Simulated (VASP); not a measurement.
Wanted: the native input for a VASP 6.6.1 run.

```
Task                   : single point
Functional             : PBE
Potentials or basis    : VASP PAW PBE potentials, release 64 (Se, Ga_d)
Cutoff                 : 520 eV
k mesh                 : 6 × 6 × 6
Occupations            : fermi-dirac, width 0.05 eV
Spin                   : no spin polarisation
Dipole correction      : no
Further INCAR settings : ALGO = Normal; EDIFF = 1e-06; NBANDS = 30
```

The structure of Ga3Se lies in POSCAR:

```
Ga3Se
1.0
    4.3455720180      0.0000000000      0.0000000000
    0.0000000000      4.3455720180      0.0000000000
    0.0000000000      0.0000000000      4.3455720180
Se Ga
1 3
Direct
    0.0000000000      0.0000000000      0.0000000000
    0.5000000000      0.5000000000      0.0000000000
    0.5000000000      0.0000000000      0.5000000000
    0.0000000000      0.5000000000      0.5000000000
```

One way to write it, as run:

INCAR

```
PREC     = Accurate       # precision mode
ENCUT    = 520            # plane-wave cutoff, eV
EDIFF    = 1E-6           # SCF threshold, eV
ISMEAR   = -1             # smearing method
SIGMA    = 0.05           # smearing width, eV
LREAL    = False          # projectors in reciprocal space
LASPH    = True           # aspherical terms in the spheres
NELM     = 100            # most SCF steps
ALGO     = Normal         # electronic algorithm
ISIF     = 2              # what is computed and relaxed
LWAVE    = False          # write WAVECAR
LCHARG   = False          # write CHGCAR
GGA      = PE             # functional
NBANDS   = 30             # bands
```

KPOINTS

```
regular mesh
0
Gamma
  6 6 6
```

Potentials or basis: VASP PAW PBE potentials, release 64 (Se, Ga_d).

Command:

```bash
$ cat potpaw_PBE.64/Se/POTCAR potpaw_PBE.64/Ga_d/POTCAR > POTCAR
$ mpirun -np 1 vasp_std > vasp.out
```

Results of the run:

```
Pressure               : 2.2 GPa
Band gap on the k mesh : zero (an odd number of electrons rules out a gap without spin polarisation)
```

It took 15 s on 1 thread of Intel(R) Xeon(R) 6975P-C (Granite Rapids) (shared host), peak memory 0.19 GiB.
